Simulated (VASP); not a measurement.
# Zr4Tl (Pm-3m) in VASP: a series of runs

The runs below take Zr4Tl through single point, relaxation of cell and atoms, with PBE.

Program: VASP 6.6.1. These are calculated values, not measurements. Logs are shortened: lines on timing, memory, paths and dates and some standing lists are left out, and cuts for length are marked.

## Step 1: The cell of the first run

It takes space group Pm-3m (No. 221, cubic). Conventional cell: a = 5.305 Å, b = 5.305 Å, c = 5.305 Å, α = 90.00°, β = 90.00°, γ = 90.00°. Zr (site symmetry 4/mmm) has 2 Tl at 2.65 Å within 3.5 Å. Zr (site symmetry m-3m) has 12 Zr at 3.75 Å and 8 Tl at 4.59 Å within 4.9 Å. Within 3.5 Å of Tl (site symmetry m-3m) lie 6 Zr at 2.65 Å.

The cell was generated, and may not be a known phase.

## Step 2: Single point, PBE

File INCAR:

```
SYSTEM = Zr4Tl
PREC = Accurate
ENCUT = 520
EDIFF = 1E-7
ISMEAR = 0
SIGMA = 0.1
LREAL = .FALSE.
LASPH = .TRUE.
NELM = 100
ALGO = Normal
ISIF = 2
LWAVE = .FALSE.
LCHARG = .TRUE.
GGA = PE
LELF = .TRUE.
LVHAR = .TRUE.
NBANDS = 38
```

File KPOINTS:

```
Automatic mesh
0
G
  8 8 8
  0 0 0
```

File POSCAR:

```
Zr4Tl
1.0
    5.3047537257      0.0000000000      0.0000000000
    0.0000000000      5.3047537257      0.0000000000
    0.0000000000      0.0000000000      5.3047537257
Zr Tl
4 1
Direct
    0.0000000000      0.5000000000      0.5000000000
    0.5000000000      0.5000000000      0.0000000000
    0.5000000000      0.0000000000      0.5000000000
    0.0000000000      0.0000000000      0.0000000000
    0.5000000000      0.5000000000      0.5000000000
```

Potentials or basis: VASP PAW PBE potentials, release 64 (Zr_sv, Tl_d).

Started as:

```bash
cat potpaw_PBE.64/Zr_sv/POTCAR potpaw_PBE.64/Tl_d/POTCAR > POTCAR
mpirun -np 1 vasp_std > vasp.out
```

OUTCAR:

```text
SYSTEM = Zr4Tl
   PREC = Accurate
   ENCUT = 520
   EDIFF = 1E-7
   ISMEAR = 0
   LREAL = .FALSE.
   LASPH = .TRUE.
   NELM = 100
   ISIF = 2
   GGA = PE

 ion  position               nearest neighbor table
   1  0.000  0.500  0.500-   5 2.65   5 2.65   4 3.75   2 3.75   2 3.75   4 3.75   3 3.75   4 3.75
                             4 3.75   2 3.75   3 3.75   3 3.75   2 3.75   3 3.75
   2  0.500  0.500  0.000-   5 2.65   5 2.65   4 3.75   1 3.75   1 3.75   3 3.75   3 3.75   3 3.75
                             4 3.75   3 3.75   1 3.75   4 3.75   1 3.75   4 3.75
   3  0.500  0.000  0.500-   5 2.65   5 2.65   4 3.75   1 3.75   2 3.75   4 3.75   1 3.75   2 3.75
                             2 3.75   2 3.75   1 3.75   4 3.75   4 3.75   1 3.75
   4  0.000  0.000  0.000-   1 3.75   2 3.75   3 3.75   1 3.75   3 3.75   1 3.75   2 3.75   1 3.75
                             2 3.75   3 3.75   3 3.75   2 3.75
   5  0.500  0.500  0.500-   1 2.65   2 2.65   3 2.65   2 2.65   3 2.65   1 2.65

  LATTYP: Found a simple cubic cell.
 ALAT       =     5.3047537257

  Lattice vectors:

 A1 = (   5.3047537257,   0.0000000000,   0.0000000000)
 A2 = (   0.0000000000,   5.3047537257,   0.0000000000)
 A3 = (   0.0000000000,   0.0000000000,   5.3047537257)

Analysis of symmetry for initial positions (statically):
=====================================================================
 Subroutine PRICEL returns:
 Original cell was already a primitive cell.

 Routine SETGRP: Setting up the symmetry group for a
 simple cubic supercell.

 Subroutine GETGRP returns: Found 48 space group operations
 (whereof 48 operations were pure point group operations)
 out of a pool of 48 trial point group operations.

The static configuration has the point symmetry O_h .

Analysis of symmetry for dynamics (positions and initial velocities):
=====================================================================
 Subroutine PRICEL returns:
 Original cell was already a primitive cell.

 Routine SETGRP: Setting up the symmetry group for a
 simple cubic supercell.

 Subroutine GETGRP returns: Found 48 space group operations
 (whereof 48 operations were pure point group operations)
 out of a pool of 48 trial point group operations.

The dynamic configuration has the point symmetry O_h .

 Subroutine INISYM returns: Found 48 space group operations
 (whereof 48 operations are pure point group operations),
 and found     1 'primitive' translations

----------------------------------------------------------------------------------------

                                     Primitive cell

  volume of cell :     149.2780

  direct lattice vectors                    reciprocal lattice vectors
     5.304753726  0.000000000  0.000000000     0.188510165  0.000000000  0.000000000
     0.000000000  5.304753726  0.000000000     0.000000000  0.188510165  0.000000000
     0.000000000  0.000000000  5.304753726     0.000000000  0.000000000  0.188510165

  length of vectors
     5.304753726  5.304753726  5.304753726     0.188510165  0.188510165  0.188510165

  position of ions in fractional coordinates (direct lattice)
     0.000000000  0.500000000  0.500000000
     0.500000000  0.500000000  0.000000000
     0.500000000  0.000000000  0.500000000
     0.000000000  0.000000000  0.000000000
     0.500000000  0.500000000  0.500000000

  ion indices of the primitive-cell ions
   primitive index   ion index
                 1           1
                 2           2
                 3           3
                 4           4
                 5           5

----------------------------------------------------------------------------------------

 KPOINTS: Automatic mesh

Automatic generation of k-mesh.
 Grid dimensions read from file:
 generate k-points for:    8    8    8

 Generating k-lattice:

  Cartesian coordinates                     Fractional coordinates (reciprocal lattice)
     0.023563771  0.000000000  0.000000000     0.125000000  0.000000000  0.000000000
     0.000000000  0.023563771  0.000000000     0.000000000  0.125000000  0.000000000
     0.000000000  0.000000000  0.023563771     0.000000000  0.000000000  0.125000000

  Length of vectors
     0.023563771  0.023563771  0.023563771

  Shift w.r.t. Gamma in fractional coordinates (k-lattice)
     0.000000000  0.000000000  0.000000000

 Subroutine IBZKPT returns following result:
 ===========================================

 Found     35 irreducible k-points:

 Following reciprocal coordinates:
            Coordinates               Weight
  0.000000  0.000000  0.000000      1.000000
  0.125000  0.000000  0.000000      6.000000
  0.250000  0.000000  0.000000      6.000000
  0.375000  0.000000  0.000000      6.000000
  0.500000  0.000000  0.000000      3.000000
  0.125000  0.125000  0.000000     12.000000
[... 16 lines left out ...]
  0.375000  0.375000  0.125000     24.000000
  0.500000  0.375000  0.125000     24.000000
 [... further k-points ...]
   k-points           NKPTS =     35   k-points in BZ     NKDIM =     35   number of bands    NBANDS=     38
   number of dos      NEDOS =    301   number of ions     NIONS =      5
   total plane-waves  NPLWV =  64000
   dimension x,y,z NGX =    40 NGY =   40 NGZ =   40
   dimension x,y,z NGXF=    80 NGYF=   80 NGZF=   80
   ions per type =               4   1
   NGX,Y,Z   is equivalent  to a cutoff of  12.54, 12.54, 12.54 a.u.
   NGXF,Y,Z  is equivalent  to a cutoff of  25.07, 25.07, 25.07 a.u.
 SYSTEM =  Zr4Tl
   PREC   = accura    normal or accurate (medium, high low for compatibility)
   ISTART =      0    job   : 0-new  1-cont  2-samecut
   ICHARG =      2    charge: 1-file 2-atom 10-const
   ISPIN  =      1    spin polarized calculation?
   LNONCOLLINEAR =      F non collinear calculations
   LSORBIT =      F    spin-orbit coupling
   LASPH  =      T    aspherical Exc in radial PAW
   ENCUT  =  520.0 eV  38.22 Ry    6.18 a.u.   9.86  9.86  9.86*2*pi/ulx,y,z
   NELM   =    100;   NELMIN=  2; NELMDL= -5     # of ELM steps
   EDIFF  = 0.1E-06   stopping-criterion for ELM
   LREAL  =      F    real-space projection
   EDIFFG = 0.1E-05   stopping-criterion for IOM
   NSW    =      0    number of steps for IOM
   IBRION =     -1    ionic relax: 0-MD 1-quasi-New 2-CG
   NFREE  =      0    steps in history (QN), initial steepest desc. (CG)
   ISIF   =      2    stress and relaxation
   ISYM   =      2    0-nonsym 1-usesym 2-fastsym
   POTIM  = 0.5000    time-step for ionic-motion
   TEBEG  =    0.0;   TEEND  =   0.0 temperature during run
   PSTRESS=    0.0 pullay stress
   NELECT =      61.0000    total number of electrons
   NUPDOWN=      -1.0000    fix difference up-down
   EMIN   =  10.00;   EMAX   =-10.00  energy-range for DOS
   EFERMI =   0.00;   METHOD = LEGACY
   ISMEAR =     0;   SIGMA  =   0.10  broadening in eV -4-tet -1-fermi 0-gaus
   EFERMI_NEDOS =   21; number of points for ismear=-14 and -15
   IALGO  =     38    algorithm
   IMIX   =      4    mixing-type and parameters
     AMIX     =   0.40;   BMIX     =  1.00
     AMIX_MAG =   1.60;   BMIX_MAG =  1.00
  volume/ion in A,a.u.               =      29.86       201.48
  Fermi-wavevector in a.u.,A,eV,Ry     =   1.214841  2.295717 20.080014  1.475839
  Thomas-Fermi vector in A             =   2.350248
   LORBIT       =      0    0 simple, 1 ext, 2 COOP (PROOUT), +10 PAW based schemes
   GGA     = PE    functional components
   LHFCALC =     F    Hartree Fock is set to
   AEXX    =    0.0000 exact exchange contribution
   IVDW    =     0    specifies the selected vdW correction
   LEPSILON=     F    determine dielectric tensor
   LRPA    =     F    only Hartree local field effects (RPA)
 non-spin polarized calculation
 Gauss-broadening in eV      SIGMA  =   0.10
  energy-cutoff  :      520.00
  volume of cell :      149.28
 maximum number of plane-waves:      4068
 NGX is ok and might be reduce to    40
   NGX = 19   NGY = 19   NGZ = 19

 number of electron      61.0000006 magnetization

 Free energy of the ion-electron system (eV)
  ---------------------------------------------------
  ext. energy  EPLUGINS =         0.00000000
  ---------------------------------------------------
  free energy    TOTEN  =       -30.36850094 eV

  energy without entropy =      -30.28933046  energy(sigma->0) =      -30.32891570

 E-fermi :   6.2229     XC(G=0):  -9.9065

 val. band max:        6.2156916269   @ k =   0.3750   0.1250   0.1250
 cond. band min:       6.2241782352   @ k =   0.3750   0.3750   0.2500
 fundamental gap:      0.0084866082
 Fermi energy:         6.2229383387

 k-point     1 :       0.0000    0.0000    0.0000
  band No.  band energies     occupation
      1     -43.5560      2.00000
      2     -43.1028      2.00000
      3     -43.0845      2.00000
      4     -43.0845      2.00000
      5     -21.4757      2.00000
      6     -21.4757      2.00000
[... 30 lines left out ...]
     37       9.3527      0.00000
     38       9.4150      0.00000

 k-point     2 :       0.1250    0.0000    0.0000
  band No.  band energies     occupation
      1     -43.5560      2.00000
      2     -43.1021      2.00000
      3     -43.0850      2.00000
      4     -43.0845      2.00000
      5     -21.4748      2.00000
      6     -21.4748      2.00000
[... 30 lines left out ...]
     37       8.8471      0.00000
     38       9.1096      0.00000

 k-point     3 :       0.2500    0.0000    0.0000
  band No.  band energies     occupation
      1     -43.5559      2.00000
      2     -43.1003      2.00000
      3     -43.0862      2.00000
      4     -43.0845      2.00000
      5     -21.4728      2.00000
      6     -21.4728      2.00000
[... 30 lines left out ...]
     37       8.5011      0.00000
     38       8.5978      0.00000

 k-point     4 :       0.3750    0.0000    0.0000
  band No.  band energies     occupation
      1     -43.5559      2.00000
      2     -43.0981      2.00000
      3     -43.0879      2.00000
      4     -43.0845      2.00000
      5     -21.4707      2.00000
      6     -21.4707      2.00000
[... 30 lines left out ...]
     37       8.1183      0.00000
     38       8.1403      0.00000
[... 703 lines left out ...]
      4     -43.0861      2.00000
      5     -21.4728      2.00000
      6     -21.4711      2.00000
[... 30 lines left out ...]
     37       7.6228      0.00000
     38       8.0669      0.00000

 k-point    23 :       0.3750    0.3750    0.1250
  band No.  band energies     occupation
      1     -43.5558      2.00000
      2     -43.0933      2.00000
      3     -43.0882      2.00000
      4     -43.0871      2.00000
      5     -21.4741      2.00000
      6     -21.4725      2.00000
[... 30 lines left out ...]
     37       7.5858      0.00000
     38       8.0169      0.00000

 k-point    24 :       0.5000    0.3750    0.1250
  band No.  band energies     occupation
      1     -43.5558      2.00000
      2     -43.0920      2.00000
      3     -43.0889      2.00000
      4     -43.0875      2.00000
      5     -21.4738      2.00000
      6     -21.4732      2.00000
[... 30 lines left out ...]
     37       7.4632      0.00000
     38       8.1264      0.00000

 [... further k-points ...]
[... 5 lines left out ...]
  --------------------------------------------------------------------------------------
  -------------------------------------------------------------------------------------
  Total        0.0049733      0.0049733      0.0049733     -0.0000000     -0.0000000      0.0000000
  in kB        0.0533773      0.0533773      0.0533773     -0.0000000     -0.0000000      0.0000000
  external PRESSURE =       0.0533773 kB  Pullay stress =       0.0000000 kB

 VOLUME and BASIS-vectors are now :
 -----------------------------------------------------------------------------
  energy-cutoff  :      520.00
  volume of cell :      149.28
      direct lattice vectors                 reciprocal lattice vectors
     5.304753726  0.000000000  0.000000000     0.188510165  0.000000000  0.000000000
     0.000000000  5.304753726  0.000000000     0.000000000  0.188510165  0.000000000
     0.000000000  0.000000000  5.304753726     0.000000000  0.000000000  0.188510165

 POSITION                                       TOTAL-FORCE (eV/Angst)
 -----------------------------------------------------------------------------------
      0.00000      2.65238      2.65238         0.000000      0.000000      0.000000
      2.65238      2.65238      0.00000         0.000000      0.000000      0.000000
      2.65238      0.00000      2.65238         0.000000      0.000000      0.000000
      0.00000      0.00000      0.00000         0.000000      0.000000      0.000000
      2.65238      2.65238      2.65238         0.000000      0.000000      0.000000
 -----------------------------------------------------------------------------------
    total drift:                                0.000000      0.000000     -0.000000

  FREE ENERGIE OF THE ION-ELECTRON SYSTEM (eV)
  ---------------------------------------------------
  free  energy   TOTEN  =       -30.3685009439 eV

  energy  without entropy=      -30.2893304620  energy(sigma->0) =      -30.32891570
```

Run time: 2.6 min. Hardware: 1 thread of Intel Xeon Platinum 8488C (Sapphire Rapids), shared host; peak memory 0.34 GiB.

What came out:

| Quantity | Value |
| --- | --- |
| Free energy | -30.3685 eV |
| Pressure | 0.0 GPa |
| Band gap on the k mesh | zero (an odd number of electrons rules out a gap without spin polarisation) |

Caveat: spin-orbit coupling is left out, which moves the levels of the heavy elements.

## Step 3: Relaxation of cell and atoms, PBE

This run uses another cell than the first one, of 29.74 Å³/atom.

File INCAR:

```
ALGO = Normal
EDIFF = 1E-6
EDIFFG = -0.01
ENCUT = 600
GGA = PE
IBRION = 2
ISIF = 3
ISMEAR = 0
LASPH = True
LCHARG = False
LREAL = False
LWAVE = False
NELM = 100
NSW = 100
PREC = Accurate
SIGMA = 0.1
```

File KPOINTS:

```
k-points
0
Gamma
  8 8 8
```

Edit POSCAR of step 2 so:

```diff
@@ -2,5 +2,5 @@
 1.0
-    5.3047537257      0.0000000000      0.0000000000
-    0.0000000000      5.3047537257      0.0000000000
-    0.0000000000      0.0000000000      5.3047537257
+    5.2978187590      0.0000000000      0.0000000000
+    0.0000000000      5.2978187590      0.0000000000
+    0.0000000000      0.0000000000      5.2978187590
 Zr Tl
```

Potentials or basis: VASP PAW PBE potentials, release 64 (Zr_sv, Tl_d).

Started as:

```bash
cat potpaw_PBE.64/Zr_sv/POTCAR potpaw_PBE.64/Tl_d/POTCAR > POTCAR
mpirun -np 1 vasp_std > vasp.out
```

Wall time 8.1 min (1 thread of Intel Xeon Platinum 8488C (Sapphire Rapids), shared host); peak memory 0.4 GiB.

The run converged. Its results:

| Property | Result |
| --- | --- |
| Free energy | -30.3677 eV |
| Relaxed volume | 29.87 Å³/atom |
| Relaxed cell | a = 5.305 Å, b = 5.305 Å, c = 5.305 Å, α = 90.00°, β = 90.00°, γ = 90.00° |
| Space group after relaxing (to 0.1 Å) | Pm-3m (No. 221) |
| Energy gained by relaxing | 0.1 meV/atom |
| Ionic steps | 3 |
| Pressure after relaxing | 0.0 GPa |
| Band gap on the k mesh | zero (an odd number of electrons rules out a gap without spin polarisation) |

Step by step:
| step | energy change (eV) | largest force (eV/Å) | pressure (GPa) | volume (Å³) |
| --- | --- | --- | --- | --- |
| 1 | 0.0000 | 0.0000 | 0.32 | 148.69 |
| 2 | 0.0000 | 0.0000 | -0.32 | 149.98 |
| 3 | -0.0006 | 0.0000 | 0.00 | 149.33 |

Final structure:
```
Zr Tl
1.0
     5.30536    0.00000    0.00000
     0.00000    5.30536    0.00000
     0.00000    0.00000    5.30536
Zr Tl
4 1
Direct
  0.00000 0.50000 0.50000
  0.50000 0.50000 0.00000
  0.50000 0.00000 0.50000
  0.00000 0.00000 0.00000
  0.50000 0.50000 0.50000
```

Levels at points of the mesh, in eV from the Fermi level:
```csv
k point,band 27,band 28,band 29,band 30,band 31,band 32,band 33,band 34,band 35,band 36
"(0.00, 0.00, 0.00)",-0.82,-0.82,0.04,0.04,0.04,0.88,0.88,0.88,2.21,2.21
"(0.50, 0.00, 0.00)",-1.08,-0.75,-0.23,-0.05,-0.05,0.01,0.99,1.18,1.24,1.24
"(0.50, 0.50, 0.00)",-0.52,-0.46,-0.46,-0.11,-0.05,-0.05,0.19,0.68,0.68,1.33
"(0.50, 0.50, 0.50)",-0.29,-0.29,-0.29,0.36,0.36,0.36,0.56,0.56,0.56,0.72
```

Caveat: spin-orbit coupling is left out, which moves the levels of the heavy elements.
